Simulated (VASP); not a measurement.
# GaPt3 (R-3m) in VASP: a series of runs

GaPt3 is run at these levels: LDA; tasks: single point.

All numbers are computed with VASP 6.6.1; they aren't measurements. Logs are shortened: lines on timing, memory, paths and dates and some standing lists are left out, and cuts for length are marked.

## 1. The cell of the first run

The structure is trigonal, space group R-3m (No. 166). Conventional cell: a = 4.337 Å, b = 4.337 Å, c = 10.624 Å, α = 90.00°, β = 90.00°, γ = 120.00°. Ga (site symmetry -3m) has 6 Pt at 2.17 Å within 2.9 Å. Within 2.9 Å of Pt (site symmetry 2/m) lie 4 Pt at 2.17 Å and 2 Ga at 2.17 Å.

## 2. Single point, LDA

Contents of INCAR:

```
SYSTEM = GaPt3
PREC = Accurate ; ENCUT = 520
EDIFF = 1E-6 ; ISMEAR = 0
SIGMA = 0.15 ; LREAL = .False.
LASPH = .True. ; NELM = 60
ALGO = Fast ; ISIF = 2
LWAVE = .False. ; LCHARG = .False.
GGA = CA ; NBANDS = 30
```

Contents of KPOINTS:

```
regular mesh
0
Gamma
  14 14 14
  0 0 0
```

Contents of POSCAR:

```
GaPt3
1.0
    4.0890265297      1.0222566324      1.0222566324
    1.0222566324      4.0890265297      1.0222566324
    1.0222566324      1.0222566324      4.0890265297
Ga Pt
1 3
Direct
    0.0000000000      0.0000000000      0.0000000000
    0.0000000000      0.5000000000      0.5000000000
    0.5000000000      0.5000000000      0.0000000000
    0.5000000000      0.0000000000      0.5000000000
```

Potentials or basis: VASP PAW LDA potentials, release 64 (Ga_d, Pt).

Launch:

```console
cat potpaw_LDA.64/Ga_d/POTCAR potpaw_LDA.64/Pt/POTCAR > POTCAR
mpirun -np 1 vasp_std > vasp.out
```

OUTCAR:

```text
SYSTEM = GaPt3
   PREC = Accurate
   ENCUT = 520
   EDIFF = 1E-6
   ISMEAR = 0
   LREAL = .False.
   LASPH = .True.
   NELM = 60
   ISIF = 2
   GGA = CA

 ion  position               nearest neighbor table
   1  0.000  0.000  0.000-   2 2.17   4 2.17   2 2.17   3 2.17   3 2.17   4 2.17
   2  0.000  0.500  0.500-   1 2.17   3 2.17   1 2.17   4 2.17   3 2.17   4 2.17
   3  0.500  0.500  0.000-   2 2.17   4 2.17   1 2.17   4 2.17   1 2.17   2 2.17
   4  0.500  0.000  0.500-   1 2.17   3 2.17   2 2.17   3 2.17   1 2.17   2 2.17

  LATTYP: Found a face centered cubic cell.
 ALAT       =     6.1335397945

  Lattice vectors:

 A1 = (   4.0890265297,   1.0222566324,   1.0222566324)
 A2 = (   1.0222566324,   4.0890265297,   1.0222566324)
 A3 = (   1.0222566324,   1.0222566324,   4.0890265297)

Analysis of symmetry for initial positions (statically):
=====================================================================
 Subroutine PRICEL returns:
 Original cell was already a primitive cell.

 Routine SETGRP: Setting up the symmetry group for a
 face centered cubic supercell.

 Subroutine GETGRP returns: Found 12 space group operations
 (whereof 12 operations were pure point group operations)
 out of a pool of 48 trial point group operations.

The static configuration has the point symmetry D_3d.

Analysis of symmetry for dynamics (positions and initial velocities):
=====================================================================
 Subroutine PRICEL returns:
 Original cell was already a primitive cell.

 Routine SETGRP: Setting up the symmetry group for a
 face centered cubic supercell.

 Subroutine GETGRP returns: Found 12 space group operations
 (whereof 12 operations were pure point group operations)
 out of a pool of 48 trial point group operations.

The dynamic configuration has the point symmetry D_3d.

 Subroutine INISYM returns: Found 12 space group operations
 (whereof 12 operations are pure point group operations),
 and found     1 'primitive' translations

----------------------------------------------------------------------------------------

                                     Primitive cell

  volume of cell :      57.6864

  direct lattice vectors                    reciprocal lattice vectors
     4.089026530  1.022256632  1.022256632     0.271729983 -0.054345997 -0.054345997
     1.022256632  4.089026530  1.022256632    -0.054345997  0.271729983 -0.054345997
     1.022256632  1.022256632  4.089026530    -0.054345997 -0.054345997  0.271729983

  length of vectors
     4.337067581  4.337067581  4.337067581     0.282390082  0.282390082  0.282390082

  position of ions in fractional coordinates (direct lattice)
     0.000000000  0.000000000  0.000000000
     0.000000000  0.500000000  0.500000000
     0.500000000  0.500000000  0.000000000
     0.500000000  0.000000000  0.500000000

  ion indices of the primitive-cell ions
   primitive index   ion index
                 1           1
                 2           2
                 3           3
                 4           4

----------------------------------------------------------------------------------------

 KPOINTS: regular mesh

Automatic generation of k-mesh.
 Grid dimensions read from file:
 generate k-points for:   14   14   14

 Generating k-lattice:

  Cartesian coordinates                     Fractional coordinates (reciprocal lattice)
     0.019409285 -0.003881857 -0.003881857     0.071428571  0.000000000  0.000000000
    -0.003881857  0.019409285 -0.003881857     0.000000000  0.071428571  0.000000000
    -0.003881857 -0.003881857  0.019409285     0.000000000  0.000000000  0.071428571

  Length of vectors
     0.020170720  0.020170720  0.020170720

  Shift w.r.t. Gamma in fractional coordinates (k-lattice)
     0.000000000  0.000000000  0.000000000

 Subroutine IBZKPT returns following result:
 ===========================================

 Found    288 irreducible k-points:

 Following reciprocal coordinates:
            Coordinates               Weight
  0.000000  0.000000  0.000000      1.000000
  0.071429  0.000000  0.000000      6.000000
  0.071429  0.071429  0.071429      2.000000
  0.142857  0.000000  0.000000      6.000000
  0.142857  0.142857  0.142857      2.000000
  0.214286  0.000000  0.000000      6.000000
[... 16 lines left out ...]
  0.285714  0.071429  0.000000     12.000000
  0.071429  0.071429 -0.214286      6.000000
 [... further k-points ...]
   k-points           NKPTS =    288   k-points in BZ     NKDIM =    288   number of bands    NBANDS=     30
   number of dos      NEDOS =    301   number of ions     NIONS =      4
   total plane-waves  NPLWV =  32768
   dimension x,y,z NGX =    32 NGY =   32 NGZ =   32
   dimension x,y,z NGXF=    64 NGYF=   64 NGZF=   64
   ions per type =               1   3
   NGX,Y,Z   is equivalent  to a cutoff of  12.27, 12.27, 12.27 a.u.
   NGXF,Y,Z  is equivalent  to a cutoff of  24.53, 24.53, 24.53 a.u.
 SYSTEM =  GaPt3
   PREC   = accura    normal or accurate (medium, high low for compatibility)
   ISTART =      0    job   : 0-new  1-cont  2-samecut
   ICHARG =      2    charge: 1-file 2-atom 10-const
   ISPIN  =      1    spin polarized calculation?
   LNONCOLLINEAR =      F non collinear calculations
   LSORBIT =      F    spin-orbit coupling
   LASPH  =      T    aspherical Exc in radial PAW
   ENCUT  =  520.0 eV  38.22 Ry    6.18 a.u.   8.06  8.06  8.06*2*pi/ulx,y,z
   NELM   =     60;   NELMIN=  2; NELMDL= -5     # of ELM steps
   EDIFF  = 0.1E-05   stopping-criterion for ELM
   LREAL  =      F    real-space projection
   EDIFFG = 0.1E-04   stopping-criterion for IOM
   NSW    =      0    number of steps for IOM
   IBRION =     -1    ionic relax: 0-MD 1-quasi-New 2-CG
   NFREE  =      0    steps in history (QN), initial steepest desc. (CG)
   ISIF   =      2    stress and relaxation
   ISYM   =      2    0-nonsym 1-usesym 2-fastsym
   POTIM  = 0.5000    time-step for ionic-motion
   TEBEG  =    0.0;   TEEND  =   0.0 temperature during run
   PSTRESS=    0.0 pullay stress
   NELECT =      43.0000    total number of electrons
   NUPDOWN=      -1.0000    fix difference up-down
   EMIN   =  10.00;   EMAX   =-10.00  energy-range for DOS
   EFERMI =   0.00;   METHOD = LEGACY
   ISMEAR =     0;   SIGMA  =   0.15  broadening in eV -4-tet -1-fermi 0-gaus
   EFERMI_NEDOS =   21; number of points for ismear=-14 and -15
   IALGO  =     68    algorithm
   IMIX   =      4    mixing-type and parameters
     AMIX     =   0.40;   BMIX     =  1.00
     AMIX_MAG =   1.60;   BMIX_MAG =  1.00
  volume/ion in A,a.u.               =      14.42        97.32
  Fermi-wavevector in a.u.,A,eV,Ry     =   1.484362  2.805037 29.978127  2.203330
  Thomas-Fermi vector in A             =   2.597908
   LORBIT       =      0    0 simple, 1 ext, 2 COOP (PROOUT), +10 PAW based schemes
   GGA     = CA    functional components
   LHFCALC =     F    Hartree Fock is set to
   AEXX    =    0.0000 exact exchange contribution
   IVDW    =     0    specifies the selected vdW correction
   LEPSILON=     F    determine dielectric tensor
   LRPA    =     F    only Hartree local field effects (RPA)
 non-spin polarized calculation
 RMM-DIIS sequential band-by-band and
 Gauss-broadening in eV      SIGMA  =   0.15
  energy-cutoff  :      520.00
  volume of cell :       57.69
 maximum number of plane-waves:      1588
   NGX = 17   NGY = 17   NGZ = 17

 number of electron      42.9999985 magnetization

 Free energy of the ion-electron system (eV)
  ---------------------------------------------------
  ext. energy  EPLUGINS =         0.00000000
  ---------------------------------------------------
  free energy    TOTEN  =        -9.91116181 eV

  energy without entropy =       -9.86823088  energy(sigma->0) =       -9.88969634

 E-fermi :  11.4465     XC(G=0): -13.0341

 val. band max:       11.4447330105   @ k =  -0.4286   0.4286  -0.4286
 cond. band min:      11.4483879725   @ k =   0.5000   0.2857   0.5000
 fundamental gap:      0.0036549620
 Fermi energy:        11.4464703142

 k-point     1 :       0.0000    0.0000    0.0000
  band No.  band energies     occupation
      1      -5.9261      2.00000
      2      -5.9261      2.00000
      3      -5.7014      2.00000
      4      -5.1516      2.00000
      5      -5.1516      2.00000
      6      -1.9031      2.00000
[... 22 lines left out ...]
     29      19.1087      0.00000
     30      22.2355      0.00000

 k-point     2 :       0.0714    0.0000    0.0000
  band No.  band energies     occupation
      1      -5.9114      2.00000
      2      -5.8993      2.00000
      3      -5.6733      2.00000
      4      -5.1493      2.00000
      5      -5.1456      2.00000
      6      -1.8247      2.00000
[... 22 lines left out ...]
     29      19.3660      0.00000
     30      22.3067      0.00000

 k-point     3 :       0.0714    0.0714    0.0714
  band No.  band energies     occupation
      1      -5.9261      2.00000
      2      -5.9261      2.00000
      3      -5.7013      2.00000
      4      -5.1509      2.00000
      5      -5.1509      2.00000
      6      -1.8821      2.00000
[... 22 lines left out ...]
     29      19.1942      0.00000
     30      22.5318      0.00000

 k-point     4 :       0.1429    0.0000    0.0000
  band No.  band energies     occupation
      1      -5.8734      2.00000
      2      -5.8237      2.00000
      3      -5.5916      2.00000
      4      -5.1427      2.00000
      5      -5.1285      2.00000
      6      -1.6296      2.00000
[... 22 lines left out ...]
     29      19.9801      0.00000
     30      22.4953      0.00000

 k-point     5 :       0.1429    0.1429    0.1429
  band No.  band energies     occupation
      1      -5.9261      2.00000
      2      -5.9261      2.00000
      3      -5.7012      2.00000
      4      -5.1489      2.00000
      5      -5.1489      2.00000
      6      -1.8277      2.00000
[... 22 lines left out ...]
     29      19.4432      0.00000
     30      22.9695      0.00000
[... 526 lines left out ...]
     29      21.0150      0.00000
     30      22.4770      0.00000

 k-point    22 :       0.2143    0.1429    0.2143
  band No.  band energies     occupation
      1      -5.9112      2.00000
      2      -5.8992      2.00000
      3      -5.6731      2.00000
      4      -5.1434      2.00000
      5      -5.1426      2.00000
      6      -1.6871      2.00000
[... 22 lines left out ...]
     29      20.2477      0.00000
     30      22.9442      0.00000

 k-point    23 :       0.2857    0.0714    0.0000
  band No.  band energies     occupation
      1      -5.7792      2.00000
      2      -5.6534      2.00000
      3      -5.3840      2.00000
      4      -5.1251      2.00000
      5      -5.0868      2.00000
      6      -1.0680      2.00000
[... 22 lines left out ...]
     29      20.8702      0.00000
     30      23.3442      0.00000

 k-point    24 :       0.0714    0.0714   -0.2143
  band No.  band energies     occupation
      1      -5.7748      2.00000
      2      -5.5891      2.00000
      3      -5.3304      2.00000
      4      -5.1219      2.00000
      5      -5.0776      2.00000
      6      -0.9453      2.00000
[... 22 lines left out ...]
     29      21.8421      0.00000
     30      22.6403      0.00000

 [... further k-points ...]
[... 5 lines left out ...]
  --------------------------------------------------------------------------------------
  -------------------------------------------------------------------------------------
  Total       71.0000276     71.0000276     71.0000276    -35.1784482    -35.1784482    -35.1784482
  in kB     1971.9483210   1971.9483210   1971.9483210   -977.0430269   -977.0430269   -977.0430269
  external PRESSURE =    1971.9483210 kB  Pullay stress =       0.0000000 kB

 VOLUME and BASIS-vectors are now :
 -----------------------------------------------------------------------------
  energy-cutoff  :      520.00
  volume of cell :       57.69
      direct lattice vectors                 reciprocal lattice vectors
     4.089026530  1.022256632  1.022256632     0.271729983 -0.054345997 -0.054345997
     1.022256632  4.089026530  1.022256632    -0.054345997  0.271729983 -0.054345997
     1.022256632  1.022256632  4.089026530    -0.054345997 -0.054345997  0.271729983

 POSITION                                       TOTAL-FORCE (eV/Angst)
 -----------------------------------------------------------------------------------
      0.00000      0.00000      0.00000         0.000000      0.000000     -0.000000
      1.02226      2.55564      2.55564         0.000000      0.000000      0.000000
      2.55564      2.55564      1.02226        -0.000000      0.000000     -0.000000
      2.55564      1.02226      2.55564        -0.000000     -0.000000      0.000000
 -----------------------------------------------------------------------------------
    total drift:                               -0.000000     -0.000000     -0.000000

  FREE ENERGIE OF THE ION-ELECTRON SYSTEM (eV)
  ---------------------------------------------------
  free  energy   TOTEN  =        -9.9111618133 eV

  energy  without entropy=       -9.8682308766  energy(sigma->0) =       -9.88969634
```

It took 5.2 min on 1 thread of AMD EPYC 9R14 (Zen 4), shared host; peak memory 0.47 GiB.

Results:

```
Free energy            : -9.9112 eV
Pressure               : 197.2 GPa
Band gap on the k mesh : zero (an odd number of electrons rules out a gap without spin polarisation)
```

Stress tensor (GPa, compression positive):
```
197.19 -97.70 -97.70
-97.70 197.19 -97.70
-97.70 -97.70 197.19
```

Levels at points of the mesh, in eV from the Fermi level:
| k point | band 19 | band 20 | band 21 | band 22 | band 23 | band 24 | band 25 | band 26 |
| --- | --- | --- | --- | --- | --- | --- | --- | --- |
| (0.00, 0.00, 0.00) | -0.15 | -0.15 | 0.21 | 0.21 | 0.48 | 4.19 | 4.69 | 6.86 |
| (0.50, 0.00, 0.00) | -3.75 | -2.24 | -1.22 | -0.05 | 2.69 | 4.36 | 5.45 | 6.86 |
| (0.50, 0.50, 0.50) | -1.03 | -0.64 | -0.64 | 0.18 | 0.18 | 3.21 | 4.69 | 6.23 |
| (0.50, 0.50, 0.00) | -3.39 | -2.88 | -2.10 | -0.09 | 0.94 | 2.46 | 3.06 | 6.17 |

Caveat: the cell stands under pressure; spin-orbit coupling is left out, which moves the levels of the heavy elements.

## 3. Single point, LDA

This run uses another cell than the first one, of the same volume but with other edges.

Contents of INCAR:

```
PREC = Accurate
ENCUT = 520
EDIFF = 1E-6
ISMEAR = 0
SIGMA = 0.15
LREAL = False
LASPH = True
NELM = 100
ALGO = Fast
ISIF = 2
LWAVE = False
LCHARG = False
GGA = CA
NBANDS = 30
```

Contents of KPOINTS:

```
regular mesh
0
Gamma
  14 14 14
```

Contents of POSCAR:

```
GaPt3
1.0
    3.9124888253     -0.4186796160     -0.4186796160
   -0.4186796160      3.9124888253     -0.4186796160
   -0.4186796160     -0.4186796160      3.9124888253
Ga Pt
1 3
Direct
    0.0000000000      0.0000000000      0.0000000000
    0.0000000000      0.5000000000      0.5000000000
    0.5000000000      0.5000000000      0.0000000000
    0.5000000000      0.0000000000      0.5000000000
```

Potentials or basis: VASP PAW LDA potentials, release 64 (Ga_d, Pt).

Launch:

```console
cat potpaw_LDA.64/Ga_d/POTCAR potpaw_LDA.64/Pt/POTCAR > POTCAR
mpirun -np 1 vasp_std > vasp.out
```

Wall time 4.8 min (1 thread of AMD EPYC 9R14 (Zen 4), shared host); peak memory 0.46 GiB.

Results (log left out):

```
Free energy            : -25.8124 eV
Pressure               : 26.1 GPa
Band gap on the k mesh : zero (an odd number of electrons rules out a gap without spin polarisation)
```

Stress tensor (GPa, compression positive):
```
26.06 10.49 10.49
10.49 26.06 10.49
10.49 10.49 26.06
```

Levels at points of the mesh, in eV from the Fermi level:
```tsv
k point	band 19	band 20	band 21	band 22	band 23	band 24	band 25	band 26
(0.00, 0.00, 0.00)	-0.06	0.08	0.08	0.74	0.74	2.40	5.86	5.97
(0.50, 0.00, 0.00)	-2.57	-0.89	-0.41	0.08	2.44	3.97	5.70	5.83
(0.50, 0.50, 0.00)	-2.34	-1.14	-0.96	-0.21	0.05	3.19	5.61	6.45
(0.50, 0.50, 0.50)	-0.65	-0.65	-0.63	-0.23	-0.23	2.47	3.43	4.56
```

Caveat: the cell stands under pressure; spin-orbit coupling is left out, which moves the levels of the heavy elements.
